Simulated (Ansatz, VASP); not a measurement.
## Two plane-wave programs on B10Pt

```
B Pt
1.0
     4.90091    0.00000    0.00000
    -2.45046    4.24432    0.00000
     0.00000    0.00000    4.20329
B Pt
10 1
Direct
  0.81009 0.18991 0.00000
  0.81009 0.62018 0.00000
  0.37982 0.18991 0.00000
  0.18991 0.81009 0.00000
  0.18991 0.37982 0.00000
  0.62018 0.81009 0.00000
  0.33333 0.66667 0.64731
  0.33333 0.66667 0.35269
  0.66667 0.33333 0.35269
  0.66667 0.33333 0.64731
  0.00000 0.00000 0.00000
```

Alike in both runs: task relaxation of cell and atoms; functional PBE; k mesh 6 × 6 × 4; occupations gaussian, width 0.1 eV; no spin polarisation.

|  | VASP | Ansatz |
| --- | --- | --- |
| version | VASP 6.6.1 | Ansatz 0.2.0 |
| potentials or method | VASP PAW PBE potentials, release 64 (B, Pt), cutoff 600 eV | scalar-relativistic, plane waves, PAW |
| valence electrons in the cell | 40 | 48 |

|  | VASP | Ansatz | Ansatz less VASP |
| --- | --- | --- | --- |
| gap on the k mesh at the Fermi level, each at its own relaxed structure (eV) | none | none | - |
| relaxed volume (Å³/atom) | 10.59 | 10.59 | +0.001 |
| relaxed cell length with the largest relative difference (Å) | 4.298 | 4.295 | -0.0031 |

A gap of «none» marks a metal or a gap that the smearing closes. VASP's potentials hold 40 valence electrons a cell and Ansatz's 48, so a difference there can come from the potentials and not from the codes.

The k mesh is coarse, so the values compare programs but aren't converged. Spin-orbit coupling is off throughout. Noted on VASP's run: the volume moved by over 15 % at a fixed basis, so the end points are rough.
